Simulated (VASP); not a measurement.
Te2Mo, 6 atoms in the cell. Symmetry: P6_3/mmc, No. 194, hexagonal system. Conventional cell: a = 3.518 Å, b = 3.518 Å, c = 13.974 Å, α = 90.00°, β = 90.00°, γ = 120.00°. Te (site symmetry 3m) has 3 Mo at 2.72 Å and 7 Te at 3.52 to 3.61 Å within 3.7 Å. Mo (site symmetry -6m2) has 6 Te at 2.72 Å and 6 Mo at 3.52 Å within 3.6 Å. 

* Program: VASP 6.6.1
* Task: single point
* Functional: PBE
* Potentials or basis: VASP PAW PBE potentials, release 64 (Te, Mo_sv)
* Cutoff: 520 eV
* k mesh: 6 × 6 × 2
* Occupations: fermi-dirac, width 0.1 eV
* Spin: no spin polarisation
* Dipole correction: no
* Further INCAR settings: ALGO = Normal; EDIFF = 1e-06; NBANDS = 35

Potentials or basis: VASP PAW PBE potentials, release 64 (Te, Mo_sv).

Command:

```bash
$ cat potpaw_PBE.64/Te/POTCAR potpaw_PBE.64/Mo_sv/POTCAR > POTCAR
$ mpirun -np 1 vasp_std > vasp.out
```

Hardware: 1 thread of Intel Xeon 8259CL (shared host).

Estimate the wall time of this run.

Run time: 2.9 min on 1 thread of Intel Xeon 8259CL (shared host), peak memory 0.3 GiB. Counts: scf iterations 17, k points 14.
